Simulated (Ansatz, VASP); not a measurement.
**One calculation of In, two programs**

```
In
1.0
     3.33548    0.00000    0.00000
    -1.66774    2.88861    0.00000
     0.00000    0.00000    5.50914
In
2
Direct
  0.67002 0.33591 0.74904
  0.32037 0.68022 0.25626
```

Change from the starting cell: atoms moved at random, drawn with an rms of 0.05 Å.

Alike in both runs: task single point; functional PBEsol; k mesh 9 × 9 × 5; occupations fermi-dirac, width 0.05 eV; no spin polarisation.

|  | VASP | Ansatz |
| --- | --- | --- |
| version | VASP 6.6.1 | Ansatz 0.2.0 |
| potentials or method | VASP PAW PBE potentials, release 64 (In_d), cutoff 520 eV | all-electron LAPW, scalar-relativistic |

VASP gave:

```
gap on the k mesh at the Fermi level (eV)                     : none
pressure (GPa)                                                : -1.4
traceless stress, the component that is largest in VASP (GPa) : 0.15
rms of the force components (eV/Å)                            : 0.059
```

Task: Which values does Ansatz return?

Result: gap on the k mesh at the Fermi level (eV): none; pressure (GPa): -1.3; traceless stress, the component that is largest in VASP (GPa): 0.16; rms of the force components (eV/Å): 0.058.

VASP's potentials were made for PBE, not for PBEsol. Atom by atom the forces differ by 0.000 eV/Å (rms over components). A gap of «none» marks a metal or a gap that the smearing closes. Ansatz ran all-electron here, and VASP with PAW potentials.
